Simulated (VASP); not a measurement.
# Te (Cmmm) in VASP: further runs

Te is run at these levels: PBE; tasks: single point, relaxation of cell and atoms.

Program: VASP 6.6.1. These are calculated values, not measurements. Logs are shortened: lines on timing, memory, paths and dates and some standing lists are left out, and cuts for length are marked.

## Step 1: The cell of the first run

It takes space group Cmmm (No. 65, orthorhombic). Conventional cell: a = 4.047 Å, b = 5.400 Å, c = 3.315 Å, α = 90.00°, β = 90.00°, γ = 90.00°. Within 4.4 Å of Te (site symmetry mmm) lie 8 Te at 3.32 to 4.05 Å.

The cell was generated, and may not be a known phase.

## Step 2: Single point, PBE

File INCAR:

```
SYSTEM = Te
ALGO = Normal
EDIFF = 1E-6
ENCUT = 520
GGA = PE
ISIF = 2
ISMEAR = 0
LASPH = .TRUE.
LCHARG = .FALSE.
LREAL = .FALSE.
LWAVE = .FALSE.
NBANDS = 9
NELM = 80
PREC = Accurate
SIGMA = 0.1
```

File KPOINTS:

```
k-points
0
G
  6 6 6
  0 0 0
```

File POSCAR:

```
Te
1.0
    2.0234970200     -2.6998701600      0.0000000000
    2.0234970200      2.6998701600      0.0000000000
    0.0000000000      0.0000000000      3.3150418100
Te
1
Direct
    0.5000000000      0.5000000000      0.5000000000
```

Potentials or basis: VASP PAW PBE potentials, release 64 (Te).

On the command line:

```
$ cat potpaw_PBE.64/Te/POTCAR > POTCAR
$ mpirun -np 1 vasp_std > vasp.out
```

OUTCAR:

```text
SYSTEM = Te
   EDIFF = 1E-6
   ENCUT = 520
   GGA = PE
   ISIF = 2
   ISMEAR = 0
   LASPH = .TRUE.
   LREAL = .FALSE.
   NELM = 80
   PREC = Accurate

 ion  position               nearest neighbor table
   1  0.500  0.500  0.500-

  LATTYP: Found a base centered orthorhombic cell.
 ALAT       =     4.0469940400
 B/A-ratio  =     1.3342595187
 C/A-ratio  =     0.8191368154

  Lattice vectors:

 A1 = (   2.0234970200,  -2.6998701600,   0.0000000000)
 A2 = (   2.0234970200,   2.6998701600,   0.0000000000)
 A3 = (   0.0000000000,   0.0000000000,   3.3150418100)

Analysis of symmetry for initial positions (statically):
=====================================================================
 Subroutine PRICEL returns:
 Original cell was already a primitive cell.

 Routine SETGRP: Setting up the symmetry group for a
 base centered orthorhombic supercell.

 Subroutine GETGRP returns: Found  8 space group operations
 (whereof  8 operations were pure point group operations)
 out of a pool of  8 trial point group operations.

The static configuration has the point symmetry D_2h.

Analysis of symmetry for dynamics (positions and initial velocities):
=====================================================================
 Subroutine PRICEL returns:
 Original cell was already a primitive cell.

 Routine SETGRP: Setting up the symmetry group for a
 base centered orthorhombic supercell.

 Subroutine GETGRP returns: Found  8 space group operations
 (whereof  8 operations were pure point group operations)
 out of a pool of  8 trial point group operations.

The dynamic configuration has the point symmetry D_2h.

 Subroutine INISYM returns: Found  8 space group operations
 (whereof  8 operations are pure point group operations),
 and found     1 'primitive' translations

----------------------------------------------------------------------------------------

                                     Primitive cell

  volume of cell :      36.2213

  direct lattice vectors                    reciprocal lattice vectors
     2.023497020 -2.699870160  0.000000000     0.247096979 -0.185194091  0.000000000
     2.023497020  2.699870160  0.000000000     0.247096979  0.185194091  0.000000000
     0.000000000  0.000000000  3.315041810     0.000000000  0.000000000  0.301655321

  length of vectors
[... 77 lines left out ...]
   LASPH  =      T    aspherical Exc in radial PAW
   ENCUT  =  520.0 eV  38.22 Ry    6.18 a.u.   6.27  6.27  6.16*2*pi/ulx,y,z
   NELM   =     80;   NELMIN=  2; NELMDL= -5     # of ELM steps
   EDIFF  = 0.1E-05   stopping-criterion for ELM
   LREAL  =      F    real-space projection
   EDIFFG = 0.1E-04   stopping-criterion for IOM
   NSW    =      0    number of steps for IOM
   IBRION =     -1    ionic relax: 0-MD 1-quasi-New 2-CG
   NFREE  =      0    steps in history (QN), initial steepest desc. (CG)
   ISIF   =      2    stress and relaxation
   ISYM   =      2    0-nonsym 1-usesym 2-fastsym
   POTIM  = 0.5000    time-step for ionic-motion
   TEBEG  =    0.0;   TEEND  =   0.0 temperature during run
   PSTRESS=    0.0 pullay stress
   NELECT =       6.0000    total number of electrons
   NUPDOWN=      -1.0000    fix difference up-down
   EMIN   =  10.00;   EMAX   =-10.00  energy-range for DOS
   EFERMI =   0.00;   METHOD = LEGACY
   ISMEAR =     0;   SIGMA  =   0.10  broadening in eV -4-tet -1-fermi 0-gaus
   EFERMI_NEDOS =   21; number of points for ismear=-14 and -15
   IALGO  =     38    algorithm
   IMIX   =      4    mixing-type and parameters
     AMIX     =   0.40;   BMIX     =  1.00
     AMIX_MAG =   1.60;   BMIX_MAG =  1.00
  volume/ion in A,a.u.               =      36.22       244.43
  Fermi-wavevector in a.u.,A,eV,Ry     =   0.899091  1.699036 10.998474  0.808365
  Thomas-Fermi vector in A             =   2.021882
   LORBIT       =      0    0 simple, 1 ext, 2 COOP (PROOUT), +10 PAW based schemes
   GGA     = PE    functional components
   LHFCALC =     F    Hartree Fock is set to
   AEXX    =    0.0000 exact exchange contribution
   IVDW    =     0    specifies the selected vdW correction
   LEPSILON=     F    determine dielectric tensor
   LRPA    =     F    only Hartree local field effects (RPA)
 non-spin polarized calculation
 Gauss-broadening in eV      SIGMA  =   0.10
  energy-cutoff  :      520.00
  volume of cell :       36.22
 maximum number of plane-waves:      1000
 NGX is ok and might be reduce to    28
   NGX = 13   NGY = 13   NGZ = 13

 number of electron       6.0000000 magnetization

 Free energy of the ion-electron system (eV)
  ---------------------------------------------------
  ext. energy  EPLUGINS =         0.00000000
  ---------------------------------------------------
  free energy    TOTEN  =        -2.87124012 eV

  energy without entropy =       -2.86538318  energy(sigma->0) =       -2.86831165

 E-fermi :   5.0198     XC(G=0):  -8.8965

 val. band max:        4.9640420280   @ k =   0.1667  -0.0000   0.3333
 cond. band min:       5.0510977625   @ k =   0.1667   0.1667   0.3333
 fundamental gap:      0.0870557345
 Fermi energy:         5.0197883838

 k-point     1 :       0.0000    0.0000    0.0000
  band No.  band energies     occupation
      1      -7.6651      2.00000
      2       5.9678      0.00000
      3       6.2057      0.00000
      4       6.8281      0.00000
      5      11.2802      0.00000
      6      11.4256      0.00000
      7      12.0856      0.00000
      8      17.5555      0.00000
      9      17.8247      0.00000
[... 265 lines left out ...]
 k-point    24 :       0.5000    0.3333    0.1667
  band No.  band energies     occupation
      1      -5.2363      2.00000
      2       1.1174      2.00000
      3       2.9781      2.00000
      4       5.9030      0.00000
      5      10.2877      0.00000
      6      12.8493      0.00000
      7      14.7846      0.00000
      8      17.0062      0.00000
      9      19.2786      0.00000

 [... further k-points ...]
[... 5 lines left out ...]
  --------------------------------------------------------------------------------------
  -------------------------------------------------------------------------------------
  Total       -0.7438020     -1.5828004     -1.0483580      0.0000000      0.0000000      0.0000000
  in kB      -32.9005748    -70.0119663    -46.3719900      0.0000000      0.0000000      0.0000000
  external PRESSURE =     -49.7615104 kB  Pullay stress =       0.0000000 kB

 VOLUME and BASIS-vectors are now :
 -----------------------------------------------------------------------------
  energy-cutoff  :      520.00
  volume of cell :       36.22
      direct lattice vectors                 reciprocal lattice vectors
     2.023497020 -2.699870160  0.000000000     0.247096979 -0.185194091  0.000000000
     2.023497020  2.699870160  0.000000000     0.247096979  0.185194091  0.000000000
     0.000000000  0.000000000  3.315041810     0.000000000  0.000000000  0.301655321

 POSITION                                       TOTAL-FORCE (eV/Angst)
 -----------------------------------------------------------------------------------
      2.02350      0.00000      1.65752         0.000000      0.000000      0.000000
 -----------------------------------------------------------------------------------
    total drift:                                0.000000      0.000000      0.000000

  FREE ENERGIE OF THE ION-ELECTRON SYSTEM (eV)
  ---------------------------------------------------
  free  energy   TOTEN  =        -2.8712401233 eV

  energy  without entropy=       -2.8653831833  energy(sigma->0) =       -2.86831165
```

stdout:

```text
POSCAR found type information on POSCAR Te
 POSCAR found :  1 types and       1 ions
 scaLAPACK will be used
 LDA part: xc-table for (Slater+PW92), standard interpolation
 POSCAR, INCAR and KPOINTS ok, starting setup
 FFT: planning ... GRIDC
 FFT: planning ... GRID_SOFT
 FFT: planning ... GRID
 WAVECAR not read
 entering main loop
```

It took 4.8 s on 1 thread of Intel Xeon 6975P-C (Granite Rapids), shared host; peak memory 0.16 GiB.

Results:

- Free energy: -2.8712 eV
- Pressure: -5.0 GPa
- Band gap on the k mesh: zero (bands 3 and 4 overlap by 3.97 eV)

Stress tensor (GPa, compression positive):
```
-3.29  0.00  0.00
 0.00 -7.00  0.00
 0.00  0.00 -4.64
```

Caveat: the cell stands under tension; spin-orbit coupling is left out, which moves the levels of the heavy elements.

## Step 3: Relaxation of cell and atoms, PBE

File INCAR:

```
PREC = Accurate
ENCUT = 600
EDIFF = 1E-7
ISMEAR = 0
SIGMA = 0.1
LREAL = F
LASPH = T
NELM = 80
ALGO = Normal
ISIF = 3
LWAVE = F
LCHARG = F
GGA = PE
IBRION = 2
NSW = 90
EDIFFG = -0.04
```

File KPOINTS:

```
regular mesh
0
Gamma
  6 6 6
```

POSCAR is that of step 2.

Potentials or basis: VASP PAW PBE potentials, release 64 (Te).

On the command line:

```
$ cat potpaw_PBE.64/Te/POTCAR > POTCAR
$ mpirun -np 1 vasp_std > vasp.out
```

It took 70 s on 1 thread of Intel Xeon 6975P-C (Granite Rapids), shared host; peak memory 0.17 GiB.

Results (log left out):

| Property | Result |
| --- | --- |
| Free energy | -2.9843 eV |
| Relaxed volume | 32.45 Å³/atom |
| Relaxed cell | a = 3.158 Å, b = 3.158 Å, c = 3.269 Å, α = 90.00°, β = 90.00°, γ = 95.56° |
| Space group after relaxing (to 0.1 Å) | Cmmm (No. 65) |
| Energy gained by relaxing | 113.0 meV/atom |
| Ionic steps | 23 |
| Pressure after relaxing | 0.0 GPa |
| Band gap on the k mesh | zero (bands 3 and 4 overlap by 5.10 eV) |

Stress tensor (GPa, compression positive):
```
-0.05  0.00  0.00
 0.00  0.06  0.00
 0.00  0.00  0.10
```

The path:
| step | energy change (eV) | largest force (eV/Å) | pressure (GPa) | volume (Å³) |
| --- | --- | --- | --- | --- |
| 1 | 0.0000 | 0.0000 | -4.97 | 36.22 |
| 2 | -0.0851 | 0.0000 | 1.81 | 30.63 |
| 3 | -0.0905 | 0.0000 | 0.10 | 31.57 |
| 4 | -0.0905 | 0.0000 | -0.05 | 31.66 |
| 5 | -0.0907 | 0.0000 | -0.07 | 31.70 |
| 6 | -0.0912 | 0.0000 | -0.14 | 31.81 |
| 7 | -0.0933 | 0.0000 | -0.28 | 32.03 |
| 8 | -0.0981 | 0.0000 | -0.41 | 32.45 |
| 9 | -0.1092 | 0.0000 | -1.06 | 33.21 |
| 10 | -0.1082 | 0.0000 | -0.87 | 32.99 |
| 11 | -0.1093 | 0.0000 | -0.98 | 33.11 |
| 12 | -0.1094 | 0.0000 | -0.99 | 33.12 |
| 13 | -0.1095 | 0.0000 | -0.99 | 33.13 |
| 14 | -0.1096 | 0.0000 | -1.00 | 33.15 |
| 15 | -0.1097 | 0.0000 | -0.98 | 33.14 |
| 16 | -0.1101 | 0.0000 | -0.92 | 33.10 |
| 17 | -0.1107 | 0.0000 | -0.81 | 33.01 |
| 18 | -0.1117 | 0.0000 | -0.57 | 32.85 |
| 19 | -0.1128 | 0.0000 | -0.07 | 32.51 |
| 20 | -0.1129 | 0.0000 | 0.12 | 32.39 |
| 21 | -0.1129 | 0.0000 | 0.09 | 32.41 |
| 22 | -0.1130 | 0.0000 | 0.08 | 32.42 |
| 23 | -0.1130 | 0.0000 | 0.04 | 32.45 |

Final structure:
```
CELL_PARAMETERS angstrom
2.12230 -2.33908 0.00000
2.12230 2.33908 0.00000
0.00000 0.00000 3.26883
ATOMIC_POSITIONS crystal
Te 0.50000 0.50000 0.50000
```

Levels at points of the mesh, in eV from the Fermi level:
```
           k point  band 1  band 2  band 3  band 4  band 5  band 6  band 7
(0.00, 0.00, 0.00)  -13.62    0.70    1.33    1.77    5.72    6.35    6.82
(0.50, 0.00, 0.00)  -11.74   -6.01    2.19    2.79    7.73    9.04    9.68
(0.50, 0.50, 0.00)   -9.88   -4.81   -3.85    2.29    3.57   10.69   11.53
(0.00, 0.00, 0.50)  -12.13   -5.83    2.51    2.95    7.91    9.57   10.12
(0.50, 0.00, 0.50)  -10.22   -4.64   -4.11    2.20    3.93   10.36   12.62
(0.50, 0.50, 0.50)   -8.27   -3.56   -2.62   -2.60    4.08    4.35    5.24
```

Caveat: spin-orbit coupling is left out, which moves the levels of the heavy elements.

The gap in the log of VASP goes by the Fermi energy; the results here count the filled bands.